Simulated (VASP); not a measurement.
## C: single point with PBE+D3(BJ)

The system is C.

```
CELL_PARAMETERS angstrom
1.21190 0.69969 3.30481
-1.21190 0.69969 3.30481
0.00000 -1.39938 3.30481
ATOMIC_POSITIONS crystal
C 0.17602 0.17602 0.17602
C 0.82398 0.82398 0.82398
```

This cell differs from its parent crystal: atoms displaced along a vibrational mode, the cell strained.

- Program: VASP 6.6.1
- Task: single point
- Functional: PBE
- Dispersion: D3(BJ)
- Potentials or basis: VASP PAW PBE potentials, release 64 (C)
- Cutoff: 520 eV
- k mesh: 15 × 15 × 15
- Occupations: gaussian, width 0.05 eV
- Spin: no spin polarisation

```yaml
Pressure: 14.4 GPa
Largest_force: 3.086 eV/Å
Dispersion_energy_per_atom: -0.159 eV
```

Forces in eV/Å, atoms in the order of the input:
```
C    0.000  0.000 -3.086
C    0.000  0.000  3.086
```

Stress tensor (GPa, compression positive):
```
24.03  0.00  0.00
 0.00 24.03  0.00
 0.00  0.00 -4.81
```

Wall time 2.2 min on 1 thread of Intel Xeon 8259CL (shared host), peak memory 0.2 GiB.

Caveat: the cell differs from its parent crystal (atoms displaced along a vibrational mode, the cell strained); the stress differs along the axes, from -5 to 24 GPa; forces of over 1 eV/Å act on the atoms, so gaps and moduli don't describe the material at rest.
